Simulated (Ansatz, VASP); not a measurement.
# Two plane-wave programs on Au

The input INCAR:

```
  ALGO = Fast
  EDIFF = 1E-6
  ENCUT = 520
  GGA = PS
  ISIF = 2
  ISMEAR = 0
  LASPH = True
  LCHARG = True
  LELF = True
  LREAL = False
  LVHAR = True
  LWAVE = False
  NBANDS = 42
  NELM = 80
  PREC = Accurate
  SIGMA = 0.15
```

The input KPOINTS:

```
k-points
0
Gamma
  18 18 4
```

The input POSCAR:

```
Au
1.0
    2.0455000000     -2.0455000000      0.0000000000
    2.0455000000      0.0000000000     -2.0455000000
    9.0480254038      9.0480254038      9.0480254038
Au
6
Direct
    0.6666666667      0.6666666667      0.0753420704
    0.0000000000      0.0000000000      0.8289134883
    0.3333333333      0.3333333333      0.2260563540
    0.6666666667      0.6666666667      0.5274849211
    0.0000000000      0.0000000000      0.3767706376
    0.3333333333      0.3333333333      0.6781992047
```

Input for Ansatz:

```yaml
crystal:
  lattice:
    - [2.0455, -2.0455, 0.0]
    - [2.0455, 0.0, -2.0455]
    - [9.0480254038, 9.0480254038, 9.0480254038]
  atoms:
    - { symbol: Au, position: [0.6666666667, 0.6666666667, 0.0753420704] }
    - { symbol: Au, position: [0.0, 0.0, 0.8289134883] }
    - { symbol: Au, position: [0.3333333333, 0.3333333333, 0.226056354] }
    - { symbol: Au, position: [0.6666666667, 0.6666666667, 0.5274849211] }
    - { symbol: Au, position: [0.0, 0.0, 0.3767706376] }
    - { symbol: Au, position: [0.3333333333, 0.3333333333, 0.6781992047] }
basis:
  ecutwfc: 420
kpoints:
  mp_grid: { grid: [18, 18, 4] }
hamiltonian:
  xc: pbesol
scf:
  occupations: { method: gaussian, width: 0.15 }
output:
  forces: true
  stress: true
  eigenvalues: true
```

Alike in both runs: task single point; functional PBEsol; k mesh 18 × 18 × 4; occupations gaussian, width 0.15 eV; no spin polarisation.

|  | VASP | Ansatz |
| --- | --- | --- |
| version | VASP 6.6.1 | Ansatz 0.2.0 |
| potentials or method | VASP PAW PBE potentials, release 64 (Au), cutoff 520 eV | scalar-relativistic, plane waves, PAW |
| valence electrons in the cell | 66 | 114 |

```tsv
	VASP	Ansatz	Ansatz less VASP
gap on the k mesh at the Fermi level (eV)	none	none	-
pressure (GPa)	-4.2	-4.0	+0.21
traceless stress, the component that is largest in VASP (GPa)	0.84	0.84	+0.001
rms of the force components (eV/Å)	0.084	0.087	+0.0034
```

VASP's potentials were made for PBE, not for PBEsol. Atom by atom the forces differ by 0.004 eV/Å (rms over components). A gap of «none» marks a metal or a gap that the smearing closes. The functional is the same, so the differences come from potentials, cutoffs and numerics. VASP's potentials hold 66 valence electrons a cell and Ansatz's 114, so a difference there can come from the potentials and not from the codes.

Spin-orbit coupling is off throughout.
